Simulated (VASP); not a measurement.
# I (P6/mmm) in VASP: a series of runs

I is run at these levels: PBEsol; tasks: single point, relaxation of cell and atoms.

All numbers are computed with VASP 6.6.1; they aren't measurements. Logs are shortened: lines on timing, memory, paths and dates and some standing lists are left out, and cuts for length are marked.

### 1 The cell of the first run

Symmetry: P6/mmm, No. 191, hexagonal system. The conventional cell has a = 3.520 Å, b = 3.520 Å, c = 3.303 Å, α = 90.00°, β = 90.00°, γ = 120.00°. Within 4.3 Å of I (site symmetry 6/mmm) lie 8 I at 3.30 to 3.52 Å.

### 2 Single point, PBEsol

Input file INCAR:

```
ALGO = Normal
EDIFF = 1E-6
ENCUT = 520
GGA = PS
ISIF = 2
ISMEAR = 0
LASPH = True
LCHARG = True
LELF = True
LREAL = False
LVHAR = True
LWAVE = False
NBANDS = 10
NELM = 80
PREC = Accurate
SIGMA = 0.1
```

Input file KPOINTS:

```
k-points
0
Gamma
  6 6 6
```

Input file POSCAR:

```
I
1.0
    3.5198637679      0.0000000000      0.0000000000
   -1.7599318840      3.0482914409      0.0000000000
    0.0000000000      0.0000000000      3.3030948407
I
1
Direct
    0.0000000000      0.0000000000      0.0000000000
```

Potentials or basis: VASP PAW PBE potentials, release 64 (I).

Started as:

```console
$ cat potpaw_PBE.64/I/POTCAR > POTCAR
$ mpirun -np 1 vasp_std > vasp.out
```

OUTCAR:

```text
EDIFF = 1E-6
   ENCUT = 520
   GGA = PS
   ISIF = 2
   ISMEAR = 0
   LASPH = True
   LREAL = False
   NELM = 80
   PREC = Accurate

 ion  position               nearest neighbor table
   1  0.000  0.000  0.000-

  LATTYP: Found a hexagonal cell.
 ALAT       =     3.5198637679
 C/A-ratio  =     0.9384155349

  Lattice vectors:

 A1 = (   3.5198637679,   0.0000000000,   0.0000000000)
 A2 = (  -1.7599318840,   3.0482914409,   0.0000000000)
 A3 = (   0.0000000000,   0.0000000000,   3.3030948407)

Analysis of symmetry for initial positions (statically):
=====================================================================
 Subroutine PRICEL returns:
 Original cell was already a primitive cell.

 Routine SETGRP: Setting up the symmetry group for a
 hexagonal supercell.

 Subroutine GETGRP returns: Found 24 space group operations
 (whereof 24 operations were pure point group operations)
 out of a pool of 24 trial point group operations.

The static configuration has the point symmetry D_6h.

Analysis of symmetry for dynamics (positions and initial velocities):
=====================================================================
 Subroutine PRICEL returns:
 Original cell was already a primitive cell.

 Routine SETGRP: Setting up the symmetry group for a
 hexagonal supercell.

 Subroutine GETGRP returns: Found 24 space group operations
 (whereof 24 operations were pure point group operations)
 out of a pool of 24 trial point group operations.

The dynamic configuration has the point symmetry D_6h.

 Subroutine INISYM returns: Found 24 space group operations
 (whereof 24 operations are pure point group operations),
 and found     1 'primitive' translations

----------------------------------------------------------------------------------------

                                     Primitive cell

  volume of cell :      35.4408

  direct lattice vectors                    reciprocal lattice vectors
     3.519863768  0.000000000  0.000000000     0.284101904  0.164026311  0.000000000
    -1.759931884  3.048291441  0.000000000     0.000000000  0.328052622  0.000000000
     0.000000000  0.000000000  3.303094841     0.000000000  0.000000000  0.302746378

  length of vectors
     3.519863768  3.519863768  3.303094841     0.328052622  0.328052622  0.302746378

  position of ions in fractional coordinates (direct lattice)
[... 80 lines left out ...]
   NSW    =      0    number of steps for IOM
   IBRION =     -1    ionic relax: 0-MD 1-quasi-New 2-CG
   NFREE  =      0    steps in history (QN), initial steepest desc. (CG)
   ISIF   =      2    stress and relaxation
   ISYM   =      2    0-nonsym 1-usesym 2-fastsym
   POTIM  = 0.5000    time-step for ionic-motion
   TEBEG  =    0.0;   TEEND  =   0.0 temperature during run
   PSTRESS=    0.0 pullay stress
   NELECT =       7.0000    total number of electrons
   NUPDOWN=      -1.0000    fix difference up-down
   EMIN   =  10.00;   EMAX   =-10.00  energy-range for DOS
   EFERMI =   0.00;   METHOD = LEGACY
   ISMEAR =     0;   SIGMA  =   0.10  broadening in eV -4-tet -1-fermi 0-gaus
   EFERMI_NEDOS =   21; number of points for ismear=-14 and -15
   IALGO  =     38    algorithm
   IMIX   =      4    mixing-type and parameters
     AMIX     =   0.40;   BMIX     =  1.00
     AMIX_MAG =   1.60;   BMIX_MAG =  1.00
  volume/ion in A,a.u.               =      35.44       239.17
  Fermi-wavevector in a.u.,A,eV,Ry     =   0.953395  1.801656 12.367189  0.908963
  Thomas-Fermi vector in A             =   2.082046
   LORBIT       =      0    0 simple, 1 ext, 2 COOP (PROOUT), +10 PAW based schemes
   GGA     = PS    functional components
   LHFCALC =     F    Hartree Fock is set to
   AEXX    =    0.0000 exact exchange contribution
   IVDW    =     0    specifies the selected vdW correction
   LEPSILON=     F    determine dielectric tensor
   LRPA    =     F    only Hartree local field effects (RPA)
 non-spin polarized calculation
 Gauss-broadening in eV      SIGMA  =   0.10
  energy-cutoff  :      520.00
  volume of cell :       35.44
 maximum number of plane-waves:       974
 NGX is ok and might be reduce to    28
   NGX = 13   NGY = 13   NGZ = 13

 number of electron       7.0000001 magnetization

 Free energy of the ion-electron system (eV)
  ---------------------------------------------------
  ext. energy  EPLUGINS =         0.00000000
  ---------------------------------------------------
  free energy    TOTEN  =        -1.47510772 eV

  energy without entropy =       -1.47146294  energy(sigma->0) =       -1.47328533

 E-fermi :   4.4807     XC(G=0):  -9.1334

 val. band max:        4.4183192273   @ k =   0.3333   0.3333   0.1667
 cond. band min:       4.4865968903   @ k =   0.1667   0.1667   0.5000
 fundamental gap:      0.0682776630
 Fermi energy:         4.4807187645

 k-point     1 :       0.0000    0.0000    0.0000
  band No.  band energies     occupation
      1      -9.3369      2.00000
      2       4.8713      0.00000
      3       5.0924      0.00000
      4       5.0924      0.00000
      5      10.7127      0.00000
      6      11.2640      0.00000
      7      13.9472      0.00000
      8      13.9472      0.00000
      9      16.0840      0.00000
     10      21.9649      0.00000
[... 287 lines left out ...]
 k-point    24 :       0.3333    0.0000    0.5000
  band No.  band energies     occupation
      1      -7.2706      2.00000
      2       0.3479      2.00000
      3       1.8018      2.00000
      4       4.8514      0.00000
      5       9.2960      0.00000
      6      12.1852      0.00000
      7      14.3771      0.00000
      8      15.3771      0.00000
      9      19.4860      0.00000
     10      19.5850      0.00000

 [... further k-points ...]

------------------------ aborting loop because EDIFF is reached ----------------------------------------

  FORCE on cell =-STRESS in cart. coord.  units (eV):
  Direction    XX          YY          ZZ          XY          YZ          ZX
  --------------------------------------------------------------------------------------
  -------------------------------------------------------------------------------------
  Total       -0.0100287     -0.0100287     -0.0014220      0.0000000      0.0000000      0.0000000
  in kB       -0.4533707     -0.4533707     -0.0642847      0.0000000      0.0000000      0.0000000
  external PRESSURE =      -0.3236754 kB  Pullay stress =       0.0000000 kB

 VOLUME and BASIS-vectors are now :
 -----------------------------------------------------------------------------
  energy-cutoff  :      520.00
  volume of cell :       35.44
      direct lattice vectors                 reciprocal lattice vectors
     3.519863768  0.000000000  0.000000000     0.284101904  0.164026311  0.000000000
    -1.759931884  3.048291441  0.000000000     0.000000000  0.328052622  0.000000000
     0.000000000  0.000000000  3.303094841     0.000000000  0.000000000  0.302746378

 POSITION                                       TOTAL-FORCE (eV/Angst)
 -----------------------------------------------------------------------------------
      0.00000      0.00000      0.00000         0.000000      0.000000      0.000000
 -----------------------------------------------------------------------------------
    total drift:                                0.000000      0.000000      0.000000

  FREE ENERGIE OF THE ION-ELECTRON SYSTEM (eV)
  ---------------------------------------------------
  free  energy   TOTEN  =        -1.4751077180 eV

  energy  without entropy=       -1.4714629371  energy(sigma->0) =       -1.47328533
```

OSZICAR:

```text
N       E                     dE             d eps       ncg     rms          rms(c)
DAV:   1     0.209728599274E+02    0.20973E+02   -0.25368E+03   568   0.505E+02
DAV:   2    -0.649011237588E+00   -0.21622E+02   -0.20791E+02   720   0.842E+01
DAV:   3    -0.146902338044E+01   -0.82001E+00   -0.81895E+00   740   0.167E+01
DAV:   4    -0.147439578709E+01   -0.53724E-02   -0.53714E-02   676   0.165E+00
DAV:   5    -0.147447139227E+01   -0.75605E-04   -0.75605E-04   692   0.190E-01    0.583E+00
DAV:   6    -0.147466626324E+01   -0.19487E-03   -0.11188E-03   672   0.176E-01    0.353E+00
DAV:   7    -0.147511816948E+01   -0.45191E-03   -0.20464E-03   630   0.244E-01    0.762E-02
DAV:   8    -0.147510679563E+01    0.11374E-04   -0.80164E-05   652   0.458E-02    0.240E-02
DAV:   9    -0.147510807154E+01   -0.12759E-05   -0.46211E-06   700   0.117E-02    0.843E-03
DAV:  10    -0.147510771799E+01    0.35356E-06   -0.77244E-07   444   0.393E-03
   1 F= -.14751077E+01 E0= -.14732853E+01  d E =-.364478E-02
```

Wall time 4.6 s (1 thread of Intel Xeon 6975P-C (Granite Rapids), shared host); peak memory 0.15 GiB.

Results:

```
Free energy : -1.4751 eV
Pressure    : 0.0 GPa
```

Caveat: the PAW data sets were made with another functional, which shifts forces and pressure a little; spin-orbit coupling is left out, which moves the levels of the heavy elements; an odd number of electrons without spin polarisation forces a metal; a magnetic or distorted state may lie lower.

### 3 Single point, PBEsol

This run uses another cell than the first one, of 45.54 Å³/atom, 1.285 times its volume.

Input file INCAR:

```
SYSTEM = I
PREC     = Accurate       ! precision mode
ENCUT    = 520            ! plane-wave cutoff, eV
EDIFF    = 1E-6           ! SCF threshold, eV
ISMEAR   = 0              ! smearing method
SIGMA    = 0.1            ! smearing width, eV
LREAL    = .False.        ! projectors in reciprocal space
LASPH    = .True.         ! aspherical terms in the spheres
NELM     = 100            ! most SCF steps
ALGO     = Normal         ! electronic algorithm
ISIF     = 2              ! what is computed and relaxed
LWAVE    = .False.        ! write WAVECAR
LCHARG   = .False.        ! write CHGCAR
GGA      = PS             ! functional
NBANDS   = 10             ! bands
```

Input file KPOINTS:

```
regular mesh
0
Gamma
  6 6 6
  0 0 0
```

Input file POSCAR:

```
I
1.0
    3.8321885750      0.0000000000      0.0000000000
   -1.9160942875      3.3187726580      0.0000000000
    0.0000000000      0.0000000000      3.5807011997
I
1
Direct
    0.0000000000      0.0000000000      0.0000000000
```

Potentials or basis: VASP PAW PBE potentials, release 64 (I).

Started as:

```console
$ cat potpaw_PBE.64/I/POTCAR > POTCAR
$ mpirun -np 1 vasp_std > vasp.out
```

OUTCAR:

```text
SYSTEM = I
   PREC = Accurate
   ENCUT = 520
   EDIFF = 1E-6
   ISMEAR = 0
   LREAL = .False.
   LASPH = .True.
   NELM = 100
   ISIF = 2
   GGA = PS

 ion  position               nearest neighbor table
   1  0.000  0.000  0.000-

  LATTYP: Found a hexagonal cell.
 ALAT       =     3.8321885750
 C/A-ratio  =     0.9343750000

  Lattice vectors:

 A1 = (   3.8321885750,   0.0000000000,   0.0000000000)
 A2 = (  -1.9160942875,   3.3187726580,   0.0000000000)
 A3 = (   0.0000000000,   0.0000000000,   3.5807011997)

Analysis of symmetry for initial positions (statically):
=====================================================================
 Subroutine PRICEL returns:
 Original cell was already a primitive cell.

 Routine SETGRP: Setting up the symmetry group for a
 hexagonal supercell.

 Subroutine GETGRP returns: Found 24 space group operations
 (whereof 24 operations were pure point group operations)
 out of a pool of 24 trial point group operations.

The static configuration has the point symmetry D_6h.
[... 163 lines left out ...]
 cond. band min:       1.6839603966   @ k =   0.5000   0.0000   0.5000
 fundamental gap:      0.0904203344
 Fermi energy:         1.6463838643

 k-point     1 :       0.0000    0.0000    0.0000
  band No.  band energies     occupation
      1     -10.7814      2.00000
      2       2.0057      0.00000
      3       2.0109      0.00000
      4       2.0109      0.00000
      5       7.2843      0.00000
      6       8.9252      0.00000
      7      11.1906      0.00000
      8      11.1906      0.00000
      9      13.5561      0.00000
     10      17.5626      0.00000
[... 287 lines left out ...]
 k-point    24 :       0.3333   -0.0000    0.5000
  band No.  band energies     occupation
      1      -9.6298      2.00000
      2      -1.1513      2.00000
      3      -0.1689      2.00000
      4       1.8679      0.00173
      5       7.3581      0.00000
      6       9.5567      0.00000
      7      11.5668      0.00000
      8      12.6819      0.00000
      9      14.7509      0.00000
     10      15.6022      0.00000

 [... further k-points ...]

------------------------ aborting loop because EDIFF is reached ----------------------------------------

  FORCE on cell =-STRESS in cart. coord.  units (eV):
  Direction    XX          YY          ZZ          XY          YZ          ZX
  --------------------------------------------------------------------------------------
  -------------------------------------------------------------------------------------
  Total       -1.0555806     -1.0555806     -1.3703681      0.0000000     -0.0000000      0.0000000
  in kB      -37.1372313    -37.1372313    -48.2120254      0.0000000     -0.0000000      0.0000000
  external PRESSURE =     -40.8288293 kB  Pullay stress =       0.0000000 kB

 VOLUME and BASIS-vectors are now :
 -----------------------------------------------------------------------------
  energy-cutoff  :      520.00
  volume of cell :       45.54
      direct lattice vectors                 reciprocal lattice vectors
     3.832188575  0.000000000  0.000000000     0.260947493  0.150658105  0.000000000
    -1.916094287  3.318772658  0.000000000     0.000000000  0.301316210  0.000000000
     0.000000000  0.000000000  3.580701200     0.000000000  0.000000000  0.279274909

 POSITION                                       TOTAL-FORCE (eV/Angst)
 -----------------------------------------------------------------------------------
      0.00000      0.00000      0.00000        -0.000000      0.000000      0.000000
 -----------------------------------------------------------------------------------
    total drift:                                0.000000      0.000000      0.000000

  FREE ENERGIE OF THE ION-ELECTRON SYSTEM (eV)
  ---------------------------------------------------
  free  energy   TOTEN  =        -1.3046536430 eV

  energy  without entropy=       -1.2977670807  energy(sigma->0) =       -1.30121036
```

OSZICAR:

```text
N       E                     dE             d eps       ncg     rms          rms(c)
DAV:   1     0.208975232071E+02    0.20898E+02   -0.24815E+03   560   0.498E+02
DAV:   2    -0.340771451884E+00   -0.21238E+02   -0.20718E+02   718   0.808E+01
DAV:   3    -0.129862141535E+01   -0.95785E+00   -0.94526E+00   722   0.177E+01
DAV:   4    -0.130642738413E+01   -0.78060E-02   -0.78020E-02   682   0.188E+00
DAV:   5    -0.130652767994E+01   -0.10030E-03   -0.10030E-03   712   0.198E-01    0.302E+00
DAV:   6    -0.130463076148E+01    0.18969E-02   -0.39473E-03   652   0.281E-01    0.187E+00
DAV:   7    -0.130470191093E+01   -0.71149E-04   -0.67938E-03   618   0.376E-01    0.142E-01
DAV:   8    -0.130465406179E+01    0.47849E-04   -0.42434E-04   602   0.922E-02    0.168E-02
DAV:   9    -0.130465364296E+01    0.41883E-06   -0.75218E-06   678   0.183E-02
   1 F= -.13046536E+01 E0= -.13012104E+01  d E =-.688656E-02
```

stdout:

```text
POSCAR found type information on POSCAR I
 POSCAR found :  1 types and       1 ions
 scaLAPACK will be used
 -----------------------------------------------------------------------------
|                                                                             |
|                                                                             |
|     You enforced a specific xc type in the INCAR file but a different       |
|     I HOPE YOU KNOW WHAT YOU ARE DOING!                                     |
|                                                                             |
 -----------------------------------------------------------------------------

 LDA part: xc-table for (Slater+PW92), standard interpolation
 POSCAR, INCAR and KPOINTS ok, starting setup
 FFT: planning ... GRIDC
 FFT: planning ... GRID_SOFT
 FFT: planning ... GRID
 WAVECAR not read
 entering main loop
```

Wall time 4.1 s (1 thread of Intel Xeon 6975P-C (Granite Rapids), shared host); peak memory 0.16 GiB.

Results:

- Free energy: -1.3047 eV
- Pressure: -4.1 GPa

Caveat: the PAW data sets were made with another functional, which shifts forces and pressure a little; spin-orbit coupling is left out, which moves the levels of the heavy elements; an odd number of electrons without spin polarisation forces a metal; a magnetic or distorted state may lie lower.

### 4 Relaxation of cell and atoms, PBEsol

This run uses another cell than the first one, of 45.54 Å³/atom, 1.285 times its volume.

Input file INCAR:

```
PREC     = Accurate       # precision mode
ENCUT    = 600            # plane-wave cutoff, eV
EDIFF    = 1E-6           # SCF threshold, eV
ISMEAR   = 0              # smearing method
SIGMA    = 0.1            # smearing width, eV
LREAL    = F              # projectors in reciprocal space
LASPH    = T              # aspherical terms in the spheres
NELM     = 100            # most SCF steps
ALGO     = Normal         # electronic algorithm
ISIF     = 3              # what is computed and relaxed
LWAVE    = F              # write WAVECAR
LCHARG   = F              # write CHGCAR
GGA      = PS             # functional
IBRION   = 2              # ionic algorithm
NSW      = 90             # ionic steps
EDIFFG   = -0.04          # ionic threshold
```

Input file KPOINTS:

```
Automatic mesh
0
Gamma
  6 6 6
```

POSCAR is that of step 3.

Started as:

```console
$ cat potpaw_PBE.64/I/POTCAR > POTCAR
$ mpirun -np 1 vasp_std > vasp.out
```

Run time: 17 s. Hardware: 1 thread of Intel Xeon 6975P-C (Granite Rapids), shared host; peak memory 0.18 GiB.

The run converged. Its results:

```
Free energy                            : -1.4753 eV
Relaxed volume                         : 35.34 Å³/atom
Relaxed cell                           : a = 3.515 Å, b = 3.515 Å, c = 3.302 Å, α = 90.00°, β = 90.00°, γ = 120.00°
Space group after relaxing (to 0.05 Å) : P6/mmm (No. 191)
Energy gained by relaxing              : 170.7 meV/atom
Ionic steps                            : 6
Pressure after relaxing                : 0.0 GPa
```

The path:
| step | energy change (eV) | largest force (eV/Å) | pressure (GPa) | volume (Å³) |
| --- | --- | --- | --- | --- |
| 1 | 0.0000 | 0.0000 | -4.08 | 45.54 |
| 2 | -0.1498 | 0.0000 | -1.97 | 38.31 |
| 3 | -0.1661 | 0.0000 | -0.25 | 35.94 |
| 4 | -0.1662 | 0.0000 | -0.09 | 35.77 |
| 5 | -0.1703 | 0.0000 | -0.05 | 35.46 |
| 6 | -0.1707 | 0.0000 | 0.05 | 35.34 |

Final structure:
```xyz
1
Lattice="3.5154 0.0000 0.0000 -1.7577 3.0445 0.0000 0.0000 0.0000 3.3019" Properties=species:S:1:pos:R:3 pbc="T T T"
I     0.0000    0.0000    0.0000
```

Levels at points of the mesh, in eV from the Fermi level:
```tsv
k point	band 1	band 2	band 3	band 4	band 5	band 6
(0.00, 0.00, 0.00)	-13.84	0.38	0.62	0.62	6.23	6.78
(0.50, 0.00, 0.00)	-12.45	-4.97	-0.83	1.46	5.35	8.90
(0.00, 0.00, 0.50)	-12.70	-5.15	1.45	1.45	9.02	10.24
(0.50, 0.00, 0.50)	-11.34	-3.81	-3.69	0.09	3.63	7.23
```

Caveat: the volume moved by over 15 % at a fixed basis, so the end points are rough; the PAW data sets were made with another functional, which shifts forces and pressure a little; spin-orbit coupling is left out, which moves the levels of the heavy elements; an odd number of electrons without spin polarisation forces a metal; a magnetic or distorted state may lie lower.

### 5 Summary

| task | cell | cutoff (eV) | gap on the mesh (eV) | pressure (GPa) |
| --- | --- | --- | --- | --- |
| single point | a = 3.520, b = 3.520, c = 3.303 Å, angles 90.0, 90.0, 120.0°, 1 atom | 520 | none | 0.0 |
| single point | a = 3.832, b = 3.832, c = 3.581 Å, angles 90.0, 90.0, 120.0°, 1 atom | 520 | none | -4.1 |
| relaxation of cell and atoms | relaxed from a = 3.832, b = 3.832, c = 3.581 Å, angles 90.0, 90.0, 120.0°, 1 atom | 600 | none | 0.0 |

Alike in all rows: level PBEsol; potentials or basis VASP PAW PBE potentials, release 64 (I); no spin polarisation; k mesh 6 × 6 × 6; smearing gaussian 0.1 eV.

Caveats: the PAW data sets were made with another functional, which shifts forces and pressure a little; spin-orbit coupling is left out, which moves the levels of the heavy elements; an odd number of electrons without spin polarisation forces a metal; a magnetic or distorted state may lie lower; the volume moved by over 15 % at a fixed basis, so the end points are rough (some runs).

Absolute energies hang on the potentials; compare differences alone.
